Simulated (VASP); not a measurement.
# Zr3S2 (R32) in VASP: further runs

The runs below take Zr3S2 through single point, relaxation of cell and atoms, with PBE+U, PBE, r2SCAN.

Program: VASP 6.6.1. These are calculated values, not measurements. Logs are shortened: lines on timing, memory, paths and dates and some standing lists are left out, and cuts for length are marked.

### Step 1. The cell of the first run

It takes space group R32 (No. 155, trigonal). Conventional cell: a = 5.805 Å, b = 5.805 Å, c = 10.463 Å, α = 90.00°, β = 90.00°, γ = 120.00°. Zr (site symmetry 2) has 4 S at 2.61 to 2.62 Å and 4 Zr at 3.32 Å within 3.4 Å. S (site symmetry 3) has 6 Zr at 2.61 to 2.62 Å and 3 S at 3.35 Å within 3.4 Å.

### Step 2. Single point, PBE+U

File INCAR:

```
ALGO = Normal
EDIFF = 1E-7
ENCUT = 520
GGA = PE
ISIF = 2
ISMEAR = 1
LASPH = T
LCHARG = T
LDAU = T
LDAUJ = 0 0
LDAUL = 2 -1
LDAUPRINT = 1
LDAUTYPE = 2
LDAUU = 5.3 0
LELF = T
LMAXMIX = 4
LREAL = F
LVHAR = T
LWAVE = F
NBANDS = 32
NELM = 150
PREC = Accurate
SIGMA = 0.1
```

File KPOINTS:

```
k-points
0
Gamma
  5 5 5
```

File POSCAR:

```
Zr3S2
1.0
    2.9025379727      1.6757810799      3.4877732718
   -2.9025379727      1.6757810799      3.4877732718
    0.0000000000     -3.3515621597      3.4877732718
Zr S
3 2
Direct
    0.8387270000      0.5000000000      0.1612730000
    0.5000000000      0.1612730000      0.8387270000
    0.1612730000      0.8387270000      0.5000000000
    0.6650230000      0.6650230000      0.6650230000
    0.3349770000      0.3349770000      0.3349770000
```

Potentials or basis: VASP PAW PBE potentials, release 64 (Zr_sv, S).

The run is started by

```
> cat potpaw_PBE.64/Zr_sv/POTCAR potpaw_PBE.64/S/POTCAR > POTCAR
> mpirun -np 1 vasp_std > vasp.out
```

OUTCAR:

```text
EDIFF = 1E-7
   ENCUT = 520
   GGA = PE
   ISIF = 2
   ISMEAR = 1
   LASPH = T
   LREAL = F
   NELM = 150
   PREC = Accurate

 ion  position               nearest neighbor table
   1  0.839  0.500  0.161-   4 2.61   5 2.61   4 2.62   5 2.62   3 3.32   3 3.32   2 3.32   2 3.32
                             2 3.41   3 3.41   3 3.49   2 3.49
   2  0.500  0.161  0.839-   5 2.61   4 2.61   5 2.62   4 2.62   3 3.32   3 3.32   1 3.32   1 3.32
                             1 3.41   3 3.41   3 3.49   1 3.49
   3  0.161  0.839  0.500-   4 2.61   5 2.61   4 2.62   5 2.62   2 3.32   1 3.32   1 3.32   2 3.32
                             1 3.41   2 3.41   1 3.49   2 3.49
   4  0.665  0.665  0.665-   1 2.61   2 2.61   3 2.61   1 2.62   3 2.62   2 2.62
   5  0.335  0.335  0.335-   2 2.61   1 2.61   3 2.61   2 2.62   3 2.62   1 2.62

  LATTYP: Found a trigonal (rhomboedric) cell.
 ALAT       =     4.8370994724
 COS(alpha) =     0.2798619160

  Lattice vectors:

 A1 = (   2.9025379727,   1.6757810799,   3.4877732718)
 A2 = (  -2.9025379727,   1.6757810799,   3.4877732718)
 A3 = (   0.0000000000,  -3.3515621597,   3.4877732718)

Analysis of symmetry for initial positions (statically):
=====================================================================
 Subroutine PRICEL returns:
 Original cell was already a primitive cell.

 Routine SETGRP: Setting up the symmetry group for a
 trigonal (rhombohedral) supercell.

 Subroutine GETGRP returns: Found  6 space group operations
 (whereof  6 operations were pure point group operations)
 out of a pool of 12 trial point group operations.

The static configuration has the point symmetry D_3 .

Analysis of symmetry for dynamics (positions and initial velocities):
=====================================================================
 Subroutine PRICEL returns:
 Original cell was already a primitive cell.

 Routine SETGRP: Setting up the symmetry group for a
 trigonal (rhombohedral) supercell.

 Subroutine GETGRP returns: Found  6 space group operations
 (whereof  6 operations were pure point group operations)
 out of a pool of 12 trial point group operations.

The dynamic configuration has the point symmetry D_3 .

 Subroutine INISYM returns: Found  6 space group operations
 (whereof  6 operations are pure point group operations),
 and found     1 'primitive' translations

----------------------------------------------------------------------------------------

                                     Primitive cell

  volume of cell :     101.7876

  direct lattice vectors                    reciprocal lattice vectors
     2.902537973  1.675781080  3.487773272     0.172263035  0.099456110  0.095571962
    -2.902537973  1.675781080  3.487773272    -0.172263035  0.099456110  0.095571962
     0.000000000 -3.351562160  3.487773272     0.000000000 -0.198912219  0.095571962

  length of vectors
     4.837099472  4.837099472  4.837099472     0.220680925  0.220680925  0.220680925

  position of ions in fractional coordinates (direct lattice)
     0.838727000  0.500000000  0.161273000
     0.500000000  0.161273000  0.838727000
     0.161273000  0.838727000  0.500000000
     0.665023000  0.665023000  0.665023000
     0.334977000  0.334977000  0.334977000

  ion indices of the primitive-cell ions
   primitive index   ion index
                 1           1
                 2           2
                 3           3
                 4           4
                 5           5

----------------------------------------------------------------------------------------

[... 30 lines left out ...]
  0.400000  0.200000 -0.000000     12.000000
 -0.400000  0.200000  0.000000     12.000000
[... 11 lines left out ...]
  0.400000  0.400000  0.400000      2.000000
 -0.400000  0.400000  0.400000      6.000000
   k-points           NKPTS =     19   k-points in BZ     NKDIM =     19   number of bands    NBANDS=     32
   number of dos      NEDOS =    301   number of ions     NIONS =      5
   total plane-waves  NPLWV =  46656
   dimension x,y,z NGX =    36 NGY =   36 NGZ =   36
   dimension x,y,z NGXF=    72 NGYF=   72 NGZF=   72
   ions per type =               3   2
   NGX,Y,Z   is equivalent  to a cutoff of  12.37, 12.37, 12.37 a.u.
   NGXF,Y,Z  is equivalent  to a cutoff of  24.75, 24.75, 24.75 a.u.
 SYSTEM =  unknown system
   PREC   = accura    normal or accurate (medium, high low for compatibility)
   ISTART =      0    job   : 0-new  1-cont  2-samecut
   ICHARG =      2    charge: 1-file 2-atom 10-const
   ISPIN  =      1    spin polarized calculation?
   LNONCOLLINEAR =      F non collinear calculations
   LSORBIT =      F    spin-orbit coupling
   LASPH  =      T    aspherical Exc in radial PAW
   ENCUT  =  520.0 eV  38.22 Ry    6.18 a.u.   8.99  8.99  8.99*2*pi/ulx,y,z
   NELM   =    150;   NELMIN=  2; NELMDL= -5     # of ELM steps
   EDIFF  = 0.1E-06   stopping-criterion for ELM
   LREAL  =      F    real-space projection
   EDIFFG = 0.1E-05   stopping-criterion for IOM
   NSW    =      0    number of steps for IOM
   IBRION =     -1    ionic relax: 0-MD 1-quasi-New 2-CG
   NFREE  =      0    steps in history (QN), initial steepest desc. (CG)
   ISIF   =      2    stress and relaxation
   ISYM   =      2    0-nonsym 1-usesym 2-fastsym
   POTIM  = 0.5000    time-step for ionic-motion
   TEBEG  =    0.0;   TEEND  =   0.0 temperature during run
   PSTRESS=    0.0 pullay stress
   NELECT =      48.0000    total number of electrons
   NUPDOWN=      -1.0000    fix difference up-down
   EMIN   =  10.00;   EMAX   =-10.00  energy-range for DOS
   EFERMI =   0.00;   METHOD = LEGACY
   ISMEAR =     1;   SIGMA  =   0.10  broadening in eV -4-tet -1-fermi 0-gaus
   EFERMI_NEDOS =   21; number of points for ismear=-14 and -15
   IALGO  =     38    algorithm
   IMIX   =      4    mixing-type and parameters
     AMIX     =   0.40;   BMIX     =  1.00
     AMIX_MAG =   1.60;   BMIX_MAG =  1.00
  volume/ion in A,a.u.               =      20.36       137.38
  Fermi-wavevector in a.u.,A,eV,Ry     =   1.274257  2.407996 22.092199  1.623731
  Thomas-Fermi vector in A             =   2.407035
   LORBIT       =      0    0 simple, 1 ext, 2 COOP (PROOUT), +10 PAW based schemes
 LDA+U is selected, type is set to LDAUTYPE =  2
   angular momentum for each species LDAUL =     2   -1
   U (eV)           for each species LDAUU =   5.3  0.0
   J (eV)           for each species LDAUJ =   0.0  0.0
   GGA     = PE    functional components
   LHFCALC =     F    Hartree Fock is set to
   AEXX    =    0.0000 exact exchange contribution
   IVDW    =     0    specifies the selected vdW correction
   LEPSILON=     F    determine dielectric tensor
   LRPA    =     F    only Hartree local field effects (RPA)
 non-spin polarized calculation
 Methfessel and Paxton  Order N= 1 SIGMA  =   0.10
  energy-cutoff  :      520.00
  volume of cell :      101.79
 maximum number of plane-waves:      2760
   NGX = 17   NGY = 17   NGZ = 17

atom =   1  type =  1  l = 2

 onsite density matrix

spin component  1
[... 83 lines left out ...]
  o =  0.0881  v =  0.0000  0.9685 -0.1907 -0.0000  0.1604  0.0000  0.0000  0.0000  0.0000  0.0000      0.0000  0.0000  0.0000  0.0000  0.0000  0.0000  0.0000  0.0000  0.0000  0.0000
  o =  0.0881  v =  0.0000  0.0000  0.0000  0.0000  0.0000  0.0000  0.9685 -0.1907 -0.0000  0.1604      0.0000  0.0000  0.0000  0.0000  0.0000  0.0000  0.0000  0.0000  0.0000  0.0000
  o =  0.1002  v =  0.0000  0.0000  0.0000  0.0000  0.0000 -0.1531  0.0000 -0.0000  0.9882 -0.0000      0.0000  0.0000  0.0000  0.0000  0.0000  0.0000  0.0000  0.0000  0.0000  0.0000
  o =  0.1002  v = -0.1531  0.0000 -0.0000  0.9882 -0.0000  0.0000  0.0000  0.0000  0.0000  0.0000      0.0000  0.0000  0.0000  0.0000  0.0000  0.0000  0.0000  0.0000  0.0000  0.0000
  o =  0.1617  v =  0.0000  0.0000  0.0000  0.0000  0.0000  0.0000 -0.1850 -0.1189  0.0000  0.9755      0.0000  0.0000  0.0000  0.0000  0.0000  0.0000  0.0000  0.0000  0.0000  0.0000
  o =  0.1617  v =  0.0000 -0.1850 -0.1189  0.0000  0.9755  0.0000  0.0000  0.0000  0.0000  0.0000      0.0000  0.0000  0.0000  0.0000  0.0000  0.0000  0.0000  0.0000  0.0000  0.0000
  o =  0.1618  v = -0.9882  0.0000  0.0000 -0.1531  0.0000  0.0000  0.0000  0.0000  0.0000  0.0000      0.0000  0.0000  0.0000  0.0000  0.0000  0.0000  0.0000  0.0000  0.0000  0.0000
  o =  0.1618  v =  0.0000  0.0000  0.0000  0.0000  0.0000 -0.9882  0.0000  0.0000 -0.1531  0.0000      0.0000  0.0000  0.0000  0.0000  0.0000  0.0000  0.0000  0.0000  0.0000  0.0000
  o =  0.2003  v =  0.0000  0.1670  0.9744  0.0000  0.1504  0.0000  0.0000  0.0000  0.0000  0.0000      0.0000  0.0000  0.0000  0.0000  0.0000  0.0000  0.0000  0.0000  0.0000  0.0000
  o =  0.2003  v =  0.0000  0.0000  0.0000  0.0000  0.0000  0.0000  0.1670  0.9744  0.0000  0.1504      0.0000  0.0000  0.0000  0.0000  0.0000  0.0000  0.0000  0.0000  0.0000  0.0000

 number of electron      47.9999998 magnetization

 Free energy of the ion-electron system (eV)
  ---------------------------------------------------
  ext. energy  EPLUGINS =         0.00000000
  ---------------------------------------------------
  free energy    TOTEN  =       -28.91871237 eV

  energy without entropy =      -28.92059417  energy(sigma->0) =      -28.91933963

 E-fermi :   9.4656     XC(G=0): -10.9557

 val. band max:        9.3619475190   @ k =   0.4000  -0.0000  -0.0000
 cond. band min:       9.4802578882   @ k =   0.2000   0.2000   0.2000
 fundamental gap:      0.1183103693
 Fermi energy:         9.4656199896

 k-point     1 :       0.0000    0.0000    0.0000
  band No.  band energies     occupation
      1     -40.9582      2.00000
      2     -40.8836      2.00000
      3     -40.8836      2.00000
      4     -19.0427      2.00000
      5     -19.0427      2.00000
      6     -19.0256      2.00000
[... 654 lines left out ...]
     31      12.6288      0.00000
     32      12.8664      0.00000

------------------------ aborting loop because EDIFF is reached ----------------------------------------

  FORCE on cell =-STRESS in cart. coord.  units (eV):
  Direction    XX          YY          ZZ          XY          YZ          ZX
  --------------------------------------------------------------------------------------
  -------------------------------------------------------------------------------------
  Total        4.9924823      4.9924823      5.9585924      0.0000000      0.0000000      0.0000000
  in kB       78.5836915     78.5836915     93.7906555      0.0000000      0.0000000      0.0000000
  external PRESSURE =      83.6526795 kB  Pullay stress =       0.0000000 kB

 VOLUME and BASIS-vectors are now :
 -----------------------------------------------------------------------------
  energy-cutoff  :      520.00
  volume of cell :      101.79
      direct lattice vectors                 reciprocal lattice vectors
     2.902537973  1.675781080  3.487773272     0.172263035  0.099456110  0.095571962
    -2.902537973  1.675781080  3.487773272    -0.172263035  0.099456110  0.095571962
     0.000000000 -3.351562160  3.487773272     0.000000000 -0.198912219  0.095571962

 POSITION                                       TOTAL-FORCE (eV/Angst)
 -----------------------------------------------------------------------------------
      0.98317      1.70290      5.23166         0.014928      0.025857      0.000000
      0.98317     -1.70290      5.23166         0.014928     -0.025857      0.000000
     -1.96634      0.00000      5.23166        -0.029857      0.000000      0.000000
      0.00000      0.00000      6.95835        -0.000000     -0.000000     -0.103516
      0.00000      0.00000      3.50497        -0.000000      0.000000      0.103516
 -----------------------------------------------------------------------------------
    total drift:                               -0.000000      0.000000      0.000000

  FREE ENERGIE OF THE ION-ELECTRON SYSTEM (eV)
  ---------------------------------------------------
  free  energy   TOTEN  =       -28.9187123664 eV

  energy  without entropy=      -28.9205941702  energy(sigma->0) =      -28.91933963
```

Wall time 59 s (1 thread of Intel Xeon 6975P-C, shared host); peak memory 0.22 GiB.

Results:

- Free energy: -28.9187 eV
- Pressure: 8.4 GPa
- Largest force: 0.104 eV/Å
- Band gap on the k mesh: zero (band 24 reaches 9.56 eV, above the bottom of band 25 at 9.36 eV)

Forces on the atoms (eV/Å):
```
Zr   0.015  0.026  0.000
Zr   0.015 -0.026  0.000
Zr  -0.030  0.000  0.000
S    0.000  0.000 -0.104
S    0.000  0.000  0.104
```

Stress tensor (GPa, compression positive):
```
7.86 0.00 0.00
0.00 7.86 0.00
0.00 0.00 9.38
```

Eigenvalues of the final occupation matrices:
```csv
site,spin,trace,eigenvalues
site 1 d,1,0.71,0.09 0.10 0.16 0.16 0.20
site 1 d,2,0.71,0.09 0.10 0.16 0.16 0.20
site 2 d,1,0.71,0.09 0.10 0.16 0.16 0.20
site 2 d,2,0.71,0.09 0.10 0.16 0.16 0.20
site 3 d,1,0.71,0.09 0.10 0.16 0.16 0.20
site 3 d,2,0.71,0.09 0.10 0.16 0.16 0.20
```

Caveat: U without spin polarisation on a metal has little footing.

### Step 3. Single point, PBE

This run uses another cell than the first one, of 20.21 Å³/atom, 0.993 times its volume.

File INCAR:

```
PREC = Accurate ; ENCUT = 520
EDIFF = 1E-6 ; ISMEAR = -1
SIGMA = 0.05 ; LREAL = F
LASPH = T ; NELM = 80
ALGO = Normal ; ISIF = 2
LWAVE = F ; LCHARG = T
GGA = PE ; LELF = T
LVHAR = T ; NBANDS = 32
```

File KPOINTS:

```
regular mesh
0
Gamma
  6 6 6
```

File POSCAR:

```
Zr3S2
1.0
    2.8935995517      1.6706204801      3.4831235558
   -2.8935995517      1.6706204801      3.4831235558
    0.0000000000     -3.3412409602      3.4831235559
Zr S
3 2
Direct
    0.8381720269      0.5000000000      0.1618279731
    0.5000000000      0.1618279731      0.8381720269
    0.1618279731      0.8381720269      0.5000000000
    0.6650980939      0.6650980939      0.6650980939
    0.3349019061      0.3349019061      0.3349019061
```

Potentials or basis: VASP PAW PBE potentials, release 64 (Zr_sv, S).

The run is started by

```
> cat potpaw_PBE.64/Zr_sv/POTCAR potpaw_PBE.64/S/POTCAR > POTCAR
> mpirun -np 1 vasp_std > vasp.out
```

Run time: 79 s. Hardware: 1 thread of Intel Xeon 6975P-C, shared host; peak memory 0.25 GiB.

It converged, with:

```yaml
Free_energy: -39.2416 eV
Pressure: 0.0 GPa
Largest_force: 0.004 eV/Å
Band_gap_on_the_k_mesh: zero (band 24 reaches 9.08 eV, above the bottom of band 25 at 8.84 eV)
```

Forces on the atoms (eV/Å):
```
Zr   0.002  0.003  0.000
Zr   0.002 -0.003  0.000
Zr  -0.003  0.000  0.000
S    0.000  0.000 -0.004
S    0.000  0.000  0.004
```

Levels at points of the mesh, in eV from the Fermi level:
```csv
k point,band 21,band 22,band 23,band 24,band 25,band 26,band 27,band 28
"(0.00, 0.00, 0.00)",-2.61,-1.83,0.11,0.11,0.70,0.70,2.01,2.77
"(0.50, 0.00, 0.00)",-1.20,-1.12,-0.85,-0.66,-0.12,1.03,1.78,1.81
"(0.50, 0.50, 0.00)",-1.88,-1.21,-0.83,-0.28,-0.04,0.93,1.92,2.03
"(0.50, 0.50, 0.50)",-0.78,-0.39,-0.17,-0.17,0.34,0.34,1.09,1.09
```

(Part 1 of 3 ends here.)
